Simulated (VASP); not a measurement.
The system is Sb3S.

```xyz
8
Lattice="6.5339 0.0000 0.0000 -3.2669 5.6585 0.0000 0.0000 0.0000 5.3004" Properties=species:S:1:pos:R:3 pbc="T T T"
Sb    3.2669    3.7985    1.3251
Sb   -1.6561    4.7285    3.9753
Sb    1.6108    0.9300    1.3251
Sb    0.0000    1.8600    3.9753
Sb    4.9230    0.9300    1.3251
Sb    1.6561    4.7285    3.9753
S     0.0000    3.7723    1.3251
S     3.2669    1.8862    3.9753
```

```yaml
Program: VASP 6.6.1
Task: relaxation of cell and atoms
Functional: PBE
Potentials_or_basis: VASP PAW PBE potentials, release 64 (Sb, S)
Cutoff: 600 eV
k_mesh: 6 × 6 × 8
Occupations: gaussian, width 0.1 eV
Spin: no spin polarisation
```

At the start: pressure 0.4 GPa; volume 24.50 Å³/atom.

Task: How do energy, volume and symmetry change on relaxing?

Result: Over 14 steps the energy falls by 3.8 meV/atom and the volume is 25.05 Å³/atom (+2.2 %); space group P6_3/mmc (No. 194, to 0.05 Å).

Step by step:
```tsv
step	energy change (eV)	largest force (eV/Å)	pressure (GPa)	volume (Å³)
1	0.0000	0.1162	0.44	195.97
2	-0.0074	0.1349	-0.12	197.89
3	-0.0088	0.1463	-0.48	199.20
4	-0.0138	0.1331	-0.42	199.30
5	-0.0237	0.0815	-0.22	199.61
6	-0.0133	0.0867	0.43	200.20
7	-0.0252	0.0535	-0.10	199.75
8	-0.0253	0.0453	-0.06	199.78
9	-0.0279	0.0241	0.08	199.58
10	-0.0292	0.0011	0.25	199.33
11	-0.0302	0.0165	-0.05	200.40
12	-0.0302	0.0149	-0.02	200.30
13	-0.0303	0.0113	-0.01	200.33
14	-0.0303	0.0073	0.01	200.37
```

Final structure:
```
CELL_PARAMETERS angstrom
6.56133 0.00000 0.00000
-3.28067 5.68228 0.00000
0.00000 0.00000 5.37416
ATOMIC_POSITIONS crystal
Sb 0.84053 0.68107 0.25000
Sb 0.15947 0.84053 0.75000
Sb 0.31893 0.15947 0.25000
Sb 0.15947 0.31893 0.75000
Sb 0.84053 0.15947 0.25000
Sb 0.68107 0.84053 0.75000
S 0.33333 0.66667 0.25000
S 0.66667 0.33333 0.75000
```
